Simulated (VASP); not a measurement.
# SrCaZnWO6 (F-43m) in VASP: single point with PBE

Aim: the single point of SrCaZnWO6 with PBE.

Program: VASP 6.6.1. These are calculated values, not measurements. Logs are shortened: lines on timing, memory, paths and dates and some standing lists are left out, and cuts for length are marked.

**1. The cell of the first run**

It takes space group F-43m (No. 216, cubic). Conventional cell: a = 8.018 Å, b = 8.018 Å, c = 8.018 Å, α = 90.00°, β = 90.00°, γ = 90.00°. Within 3.7 Å of Sr (site symmetry -43m) lie 12 O at 2.84 Å and 4 Zn at 3.47 Å and 4 W at 3.47 Å. Ca (site symmetry -43m) has 12 O at 2.84 Å and 4 Zn at 3.47 Å and 4 W at 3.47 Å within 3.7 Å. Within 2.7 Å of Zn (site symmetry -43m) lie 6 O at 2.07 Å. W (site symmetry -43m) has 6 O at 1.94 Å within 2.6 Å. O (site symmetry 2mm) has 1 W at 1.94 Å and 1 Zn at 2.07 Å within 2.6 Å.

**2. Single point, PBE**

File INCAR:

```
PREC     = Accurate       # precision mode
ENCUT    = 910            # plane-wave cutoff, eV
EDIFF    = 1E-6           # SCF threshold, eV
ISMEAR   = 0              # smearing method
SIGMA    = 0.01           # smearing width, eV
LREAL    = F              # projectors in reciprocal space
LASPH    = T              # aspherical terms in the spheres
NELM     = 120            # most SCF steps
ALGO     = Normal         # electronic algorithm
ISIF     = 2              # what is computed and relaxed
LWAVE    = F              # write WAVECAR
LCHARG   = F              # write CHGCAR
GGA      = PE             # functional
NBANDS   = 52             # bands
GGA_COMPAT= F
```

File KPOINTS:

```
regular mesh
0
Gamma
  4 4 4
```

File POSCAR:

```
SrCaZnWO6
1.0
    5.6693640000      0.0000000000      0.0000000000
    2.8346820000      4.9098132473      0.0000000000
    2.8346820000      1.6366044158      4.6290163220
Sr Ca Zn W O
1 1 1 1 6
Direct
    0.2500000000      0.2500000000      0.2500000000
    0.7500000000      0.7500000000      0.7500000000
    0.0000000000      0.0000000000      0.0000000000
    0.5000000000      0.5000000000      0.5000000000
    0.7420100000      0.2579900000      0.2579900000
    0.2579900000      0.7420100000      0.7420100000
    0.7420100000      0.7420100000      0.2579900000
    0.2579900000      0.2579900000      0.7420100000
    0.2579900000      0.7420100000      0.2579900000
    0.7420100000      0.2579900000      0.7420100000
```

Potentials or basis: VASP PAW PBE potentials, release 64 (Sr_sv, Ca_sv, Zn, W_sv, O_h).

Launch:

```bash
> cat potpaw_PBE.64/Sr_sv/POTCAR potpaw_PBE.64/Ca_sv/POTCAR potpaw_PBE.64/Zn/POTCAR potpaw_PBE.64/W_sv/POTCAR potpaw_PBE.64/O_h/POTCAR > POTCAR
> mpirun -np 1 vasp_std > vasp.out
```

OUTCAR:

```text
PREC = Accurate
   ENCUT = 910
   EDIFF = 1E-6
   ISMEAR = 0
   LREAL = F
   LASPH = T
   NELM = 120
   ISIF = 2
   GGA = PE

 ion  position               nearest neighbor table
   1  0.250  0.250  0.250-   6 2.84   6 2.84  10 2.84   8 2.84  10 2.84   8 2.84   9 2.84   7 2.84
                             7 2.84   9 2.84   5 2.84   5 2.84   4 3.47   3 3.47   3 3.47   4 3.47
   2  0.750  0.750  0.750-   1 4.01   1 4.01   1 4.01   1 4.01   1 4.01   1 4.01
   3  0.000  0.000  0.000-   7 2.07   8 2.07   9 2.07  10 2.07   5 2.07   6 2.07   1 3.47   1 3.47
                             1 3.47   1 3.47
   4  0.500  0.500  0.500-   7 1.94   8 1.94   9 1.94  10 1.94   5 1.94   6 1.94   1 3.47   1 3.47
                             1 3.47   1 3.47
   5  0.742  0.258  0.258-   4 1.94   3 2.07   1 2.84   1 2.84
   6  0.258  0.742  0.742-   4 1.94   3 2.07   1 2.84   1 2.84
   7  0.742  0.742  0.258-   4 1.94   3 2.07   1 2.84   1 2.84
   8  0.258  0.258  0.742-   4 1.94   3 2.07   1 2.84   1 2.84
   9  0.258  0.742  0.258-   4 1.94   3 2.07   1 2.84   1 2.84
  10  0.742  0.258  0.742-   4 1.94   3 2.07   1 2.84   1 2.84

  LATTYP: Found a face centered cubic cell.
 ALAT       =     8.0176914588

  Lattice vectors:

 A1 = (   5.6693640000,   0.0000000000,   0.0000000000)
 A2 = (   2.8346820000,   4.9098132473,   0.0000000000)
 A3 = (   2.8346820000,   1.6366044158,   4.6290163220)

Analysis of symmetry for initial positions (statically):
=====================================================================
 Subroutine PRICEL returns:
 Original cell was already a primitive cell.

 Routine SETGRP: Setting up the symmetry group for a
 face centered cubic supercell.

 Subroutine GETGRP returns: Found 24 space group operations
 (whereof 24 operations were pure point group operations)
 out of a pool of 48 trial point group operations.

The static configuration has the point symmetry T_d .

Analysis of symmetry for dynamics (positions and initial velocities):
=====================================================================
 Subroutine PRICEL returns:
 Original cell was already a primitive cell.

 Routine SETGRP: Setting up the symmetry group for a
 face centered cubic supercell.

 Subroutine GETGRP returns: Found 24 space group operations
 (whereof 24 operations were pure point group operations)
 out of a pool of 48 trial point group operations.

The dynamic configuration has the point symmetry T_d .

 Subroutine INISYM returns: Found 24 space group operations
 (whereof 24 operations are pure point group operations),
 and found     1 'primitive' translations

----------------------------------------------------------------------------------------

                                     Primitive cell

  volume of cell :     128.8511

  direct lattice vectors                    reciprocal lattice vectors
     5.669364000  0.000000000  0.000000000     0.176386628 -0.101836867 -0.072009539
     2.834682000  4.909813247  0.000000000     0.000000000  0.203673735 -0.072009539
     2.834682000  1.636604416  4.629016322     0.000000000  0.000000000  0.216028618

  length of vectors
     5.669364000  5.669364000  5.669364000     0.216028618  0.216028618  0.216028618

  position of ions in fractional coordinates (direct lattice)
     0.250000000  0.250000000  0.250000000
     0.750000000  0.750000000  0.750000000
     0.000000000  0.000000000  0.000000000
     0.500000000  0.500000000  0.500000000
     0.742010000  0.257990000  0.257990000
     0.257990000  0.742010000  0.742010000
     0.742010000  0.742010000  0.257990000
     0.257990000  0.257990000  0.742010000
     0.257990000  0.742010000  0.257990000
     0.742010000  0.257990000  0.742010000

  ion indices of the primitive-cell ions
   primitive index   ion index
                 1           1
                 2           2
                 3           3
                 4           4
                 5           5
                 6           6
                 7           7
                 8           8
                 9           9
                10          10

----------------------------------------------------------------------------------------

 KPOINTS: regular mesh

Automatic generation of k-mesh.
 Grid dimensions read from file:
 generate k-points for:    4    4    4

 Generating k-lattice:

  Cartesian coordinates                     Fractional coordinates (reciprocal lattice)
     0.044096657 -0.025459217 -0.018002385     0.250000000  0.000000000  0.000000000
     0.000000000  0.050918434 -0.018002385     0.000000000  0.250000000 -0.000000000
     0.000000000  0.000000000  0.054007155     0.000000000  0.000000000  0.250000000

  Length of vectors
     0.054007155  0.054007155  0.054007155

  Shift w.r.t. Gamma in fractional coordinates (k-lattice)
     0.000000000  0.000000000  0.000000000

 Subroutine IBZKPT returns following result:
 ===========================================

 Found      8 irreducible k-points:

 Following reciprocal coordinates:
            Coordinates               Weight
  0.000000  0.000000  0.000000      1.000000
  0.250000  0.000000 -0.000000      8.000000
  0.500000  0.000000 -0.000000      4.000000
  0.250000  0.250000  0.000000      6.000000
  0.500000  0.250000  0.000000     24.000000
 -0.250000  0.250000  0.000000     12.000000
  0.500000  0.500000  0.000000      3.000000
 -0.250000  0.500000  0.250000      6.000000
   k-points           NKPTS =      8   k-points in BZ     NKDIM =      8   number of bands    NBANDS=     52
   number of dos      NEDOS =    301   number of ions     NIONS =     10
   total plane-waves  NPLWV = 175616
   dimension x,y,z NGX =    56 NGY =   56 NGZ =   56
   dimension x,y,z NGXF=   112 NGYF=  112 NGZF=  112
   ions per type =               1   1   1   1   6
   NGX,Y,Z   is equivalent  to a cutoff of  16.42, 16.42, 16.42 a.u.
   NGXF,Y,Z  is equivalent  to a cutoff of  32.84, 32.84, 32.84 a.u.
 SYSTEM =  unknown system
   PREC   = accura    normal or accurate (medium, high low for compatibility)
   ISTART =      0    job   : 0-new  1-cont  2-samecut
   ICHARG =      2    charge: 1-file 2-atom 10-const
   ISPIN  =      1    spin polarized calculation?
   LNONCOLLINEAR =      F non collinear calculations
   LSORBIT =      F    spin-orbit coupling
   LASPH  =      T    aspherical Exc in radial PAW
   ENCUT  =  910.0 eV  66.88 Ry    8.18 a.u.  13.94 13.94 13.94*2*pi/ulx,y,z
   NELM   =    120;   NELMIN=  2; NELMDL= -5     # of ELM steps
   EDIFF  = 0.1E-05   stopping-criterion for ELM
   LREAL  =      F    real-space projection
   EDIFFG = 0.1E-04   stopping-criterion for IOM
   NSW    =      0    number of steps for IOM
   IBRION =     -1    ionic relax: 0-MD 1-quasi-New 2-CG
   NFREE  =      0    steps in history (QN), initial steepest desc. (CG)
   ISIF   =      2    stress and relaxation
   ISYM   =      2    0-nonsym 1-usesym 2-fastsym
   POTIM  = 0.5000    time-step for ionic-motion
   TEBEG  =    0.0;   TEEND  =   0.0 temperature during run
   PSTRESS=    0.0 pullay stress
   NELECT =      82.0000    total number of electrons
   NUPDOWN=      -1.0000    fix difference up-down
   EMIN   =  10.00;   EMAX   =-10.00  energy-range for DOS
   EFERMI =   0.00;   METHOD = LEGACY
   ISMEAR =     0;   SIGMA  =   0.01  broadening in eV -4-tet -1-fermi 0-gaus
   EFERMI_NEDOS =   21; number of points for ismear=-14 and -15
   IALGO  =     38    algorithm
   IMIX   =      4    mixing-type and parameters
     AMIX     =   0.40;   BMIX     =  1.00
     AMIX_MAG =   1.60;   BMIX_MAG =  1.00
  volume/ion in A,a.u.               =      12.89        86.95
  Fermi-wavevector in a.u.,A,eV,Ry     =   1.408154  2.661025 26.978955  1.982897
  Thomas-Fermi vector in A             =   2.530340
   LORBIT       =      0    0 simple, 1 ext, 2 COOP (PROOUT), +10 PAW based schemes
   GGA     = PE    functional components
   LHFCALC =     F    Hartree Fock is set to
   AEXX    =    0.0000 exact exchange contribution
   IVDW    =     0    specifies the selected vdW correction
   LEPSILON=     F    determine dielectric tensor
   LRPA    =     F    only Hartree local field effects (RPA)
 non-spin polarized calculation
 Gauss-broadening in eV      SIGMA  =   0.01
  energy-cutoff  :      910.00
  volume of cell :      128.85
 maximum number of plane-waves:      8050
   NGX = 27   NGY = 27   NGZ = 27

 number of electron      82.0000006 magnetization

 Free energy of the ion-electron system (eV)
  ---------------------------------------------------
  ext. energy  EPLUGINS =         0.00000000
  ---------------------------------------------------
  free energy    TOTEN  =       -71.26354010 eV

  energy without entropy =      -71.26354010  energy(sigma->0) =      -71.26354010

 E-fermi :   3.4977     XC(G=0): -10.8383

 val. band max:        3.3966617952   @ k =   0.5000   0.0000  -0.0000
 cond. band min:       6.1870804792   @ k =   0.5000   0.5000   0.0000
 fundamental gap:      2.7904186840
 Fermi energy:         3.4977241581

 k-point     1 :       0.0000    0.0000    0.0000
  band No.  band energies     occupation
      1     -71.3378      2.00000
      2     -36.5227      2.00000
      3     -35.5225      2.00000
      4     -35.5225      2.00000
      5     -35.5225      2.00000
      6     -29.7852      2.00000
[... 44 lines left out ...]
     51      10.6914      0.00000
     52      10.6915      0.00000

 k-point     2 :       0.2500    0.0000   -0.0000
  band No.  band energies     occupation
      1     -71.3378      2.00000
      2     -36.5229      2.00000
      3     -35.5225      2.00000
      4     -35.5225      2.00000
      5     -35.5224      2.00000
      6     -29.7845      2.00000
[... 44 lines left out ...]
     51      10.7628      0.00000
     52      10.7816      0.00000
[... 273 lines left out ...]
     51      10.6064      0.00000
     52      10.8737      0.00000

 k-point     8 :      -0.2500    0.5000    0.2500
  band No.  band energies     occupation
      1     -71.3378      2.00000
      2     -36.5231      2.00000
      3     -35.5228      2.00000
      4     -35.5226      2.00000
      5     -35.5219      2.00000
      6     -29.7832      2.00000
[... 44 lines left out ...]
     51      10.7328      0.00000
     52      11.0046      0.00000

------------------------ aborting loop because EDIFF is reached ----------------------------------------

  FORCE on cell =-STRESS in cart. coord.  units (eV):
  Direction    XX          YY          ZZ          XY          YZ          ZX
  --------------------------------------------------------------------------------------
  -------------------------------------------------------------------------------------
  Total       -2.3938249     -2.3938249     -2.3938249      0.0000000     -0.0000000      0.0000000
  in kB      -29.7656198    -29.7656198    -29.7656198      0.0000000     -0.0000000      0.0000000
  external PRESSURE =     -29.7656198 kB  Pullay stress =       0.0000000 kB

 VOLUME and BASIS-vectors are now :
 -----------------------------------------------------------------------------
  energy-cutoff  :      910.00
  volume of cell :      128.85
      direct lattice vectors                 reciprocal lattice vectors
     5.669364000  0.000000000  0.000000000     0.176386628 -0.101836867 -0.072009539
     2.834682000  4.909813247  0.000000000     0.000000000  0.203673735 -0.072009539
     2.834682000  1.636604416  4.629016322     0.000000000  0.000000000  0.216028618

 POSITION                                       TOTAL-FORCE (eV/Angst)
 -----------------------------------------------------------------------------------
      2.83468      1.63660      1.15725         0.000000     -0.000000      0.000000
      8.50405      4.90981      3.47176         0.000000     -0.000000      0.000000
      0.00000      0.00000      0.00000         0.000000     -0.000000      0.000000
      5.66936      3.27321      2.31451         0.000000     -0.000000      0.000000
      5.66936      1.68891      1.19424         0.000000      0.384912      0.272174
      5.66936      4.85751      3.43478         0.000000     -0.384912     -0.272174
      7.04141      4.06536      1.19424        -0.333344     -0.192456      0.272174
      4.29732      2.48106      3.43478         0.333344      0.192456     -0.272174
      4.29732      4.06536      1.19424         0.333344     -0.192456      0.272174
      7.04141      2.48106      3.43478        -0.333344      0.192456     -0.272174
 -----------------------------------------------------------------------------------
    total drift:                                0.000000      0.000000      0.000000

  FREE ENERGIE OF THE ION-ELECTRON SYSTEM (eV)
  ---------------------------------------------------
  free  energy   TOTEN  =       -71.2635400975 eV

  energy  without entropy=      -71.2635400975  energy(sigma->0) =      -71.26354010
```

Run time: 2.2 min. Hardware: 1 thread of Intel Xeon 6975P-C (Granite Rapids), shared host; peak memory 0.51 GiB.

Results:

```
Free energy            : -71.2635 eV
Pressure               : -3.0 GPa
Largest force          : 0.471 eV/Å
Band gap on the k mesh : 2.79 eV (least direct gap 3.00 eV)
```

Forces on the atoms (eV/Å):
```
Sr   0.000  0.000  0.000
Ca   0.000  0.000  0.000
Zn   0.000  0.000  0.000
W    0.000  0.000  0.000
O    0.000  0.385  0.272
O    0.000 -0.385 -0.272
O   -0.333 -0.192  0.272
O    0.333  0.192 -0.272
O    0.333 -0.192  0.272
O   -0.333  0.192 -0.272
```

Caveat: the cutoff is under 1.25 times the usual one of these potentials, so pressure, stress and relaxed cells hold a basis-set (Pulay) error; spin-orbit coupling is left out, which moves the levels of the heavy elements. A k mesh can miss the band edges.
